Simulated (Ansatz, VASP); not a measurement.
MgSn6N in VASP and in Ansatz

File INCAR:

```
ALGO = Normal
EDIFF = 1E-6
EDIFFG = -0.08
ENCUT = 600
GGA = PE
IBRION = 2
ISIF = 3
ISMEAR = 0
LASPH = True
LCHARG = False
LREAL = False
LWAVE = False
NELM = 80
NSW = 36
PREC = Accurate
SIGMA = 0.2
```

KPOINTS

```
k-points
0
Gamma
  3 3 3
```

File POSCAR:

```
MgSn6N
1.0
    3.1350000000      1.8099930900      5.4666666700
   -3.1350000000      1.8099930900      5.4666666700
    0.0000000000     -3.6199861900      5.4666666700
Mg Sn N
1 6 1
Direct
    0.0000000000      0.0000000000      0.0000000000
    0.1220000000      0.7380000000      0.4310000000
    0.8780000000      0.2620000000      0.5690000000
    0.7380000000      0.4310000000      0.1220000000
    0.2620000000      0.5690000000      0.8780000000
    0.4310000000      0.1220000000      0.7380000000
    0.5690000000      0.8780000000      0.2620000000
    0.5000000000      0.5000000000      0.5000000000
```

Input for Ansatz:

```yaml
crystal:
  lattice:
    - [3.135, 1.80999309, 5.46666667]
    - [-3.135, 1.80999309, 5.46666667]
    - [0.0, -3.61998619, 5.46666667]
  atoms:
    - { symbol: Mg, position: [0.0, 0.0, 0.0] }
    - { symbol: Sn, position: [0.122, 0.738, 0.431] }
    - { symbol: Sn, position: [0.878, 0.262, 0.569] }
    - { symbol: Sn, position: [0.738, 0.431, 0.122] }
    - { symbol: Sn, position: [0.262, 0.569, 0.878] }
    - { symbol: Sn, position: [0.431, 0.122, 0.738] }
    - { symbol: Sn, position: [0.569, 0.878, 0.262] }
    - { symbol: "N", position: [0.5, 0.5, 0.5] }
basis:
  ecutwfc: 420
kpoints:
  mp_grid: { grid: [3, 3, 3] }
hamiltonian:
  xc: pbe
scf:
  occupations: { method: gaussian, width: 0.2 }
  lower_state_search: "off"
output:
  forces: true
  stress: true
  eigenvalues: true
relax:
  adjacent_minimum: "off"
  f_tol: 0.08
  max_steps: 16
  cell: { stress_tol: 0.8 }
```

Alike in both runs: task relaxation of cell and atoms; functional PBE; k mesh 3 × 3 × 3; occupations gaussian, width 0.2 eV; no spin polarisation.

|  | VASP | Ansatz |
| --- | --- | --- |
| version | VASP 6.6.1 | Ansatz 0.2.0 |
| potentials or method | VASP PAW PBE potentials, release 64 (Mg, Sn_d, N), cutoff 600 eV | scalar-relativistic, plane waves, PAW |
| valence electrons in the cell | 91 | 99 |

Ansatz gave:

| Property | Result |
| --- | --- |
| gap on the k mesh at the Fermi level, each at its own relaxed structure (eV) | none |
| relaxed volume (Å³/atom) | 25.00 |
| relaxed length of the cell vector where the two differ most in proportion (Å) | 6.478 |

What did VASP give for the same quantities?

gap on the k mesh at the Fermi level, each at its own relaxed structure (eV): none; relaxed volume (Å³/atom): 24.78; relaxed length of the cell vector where the two differ most in proportion (Å): 6.440.

A gap of «none» marks a metal or a gap that the smearing closes. VASP's potentials hold 91 valence electrons a cell and Ansatz's 99, so a difference there can come from the potentials and not from the codes.

The k mesh is coarse, so the values compare programs but aren't converged.
